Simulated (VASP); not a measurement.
# W: single point with r2SCAN

The system is W.

```
W
1.0
    -1.60818    1.60818    1.60818
     1.60818   -1.60818    1.60818
     1.60818    1.60818   -1.60818
W
1
Direct
  0.00000 0.00000 0.00000
```

| Quantity | Value |
| --- | --- |
| Program | VASP 6.6.1 |
| Task | single point |
| Functional | r2SCAN |
| Potentials or basis | VASP PAW PBE potentials, release 64 (W_sv) |
| Cutoff | 520 eV |
| k mesh | 15 × 15 × 15 |
| Occupations | fermi-dirac, width 0.1 eV |
| Spin | no spin polarisation |
| Dipole correction | no |
| Further INCAR settings | ALGO = Normal; EDIFF = 1e-07; NBANDS = 13 |

| Quantity | Value |
| --- | --- |
| Pressure | -12.0 GPa |
| Band gap on the k mesh | zero (band 7 reaches 15.10 eV, above the bottom of band 8 at 9.40 eV) |

Levels at points of the mesh, in eV from the Fermi level:
```csv
k point,band 4,band 5,band 6,band 7,band 8,band 9,band 10,band 11
"(0.00, 0.00, 0.00)",-39.07,-9.81,-1.16,-1.16,-1.16,2.50,2.50,15.19
```

Run time: 86 s on 1 thread of AMD EPYC 9R45 96-Core Processor (Zen 5), on a shared host, peak memory 0.13 GiB.

Caveat: the PAW data sets were made with another functional, which shifts forces and pressure a little; spin-orbit coupling is left out, which moves the levels of the heavy elements.
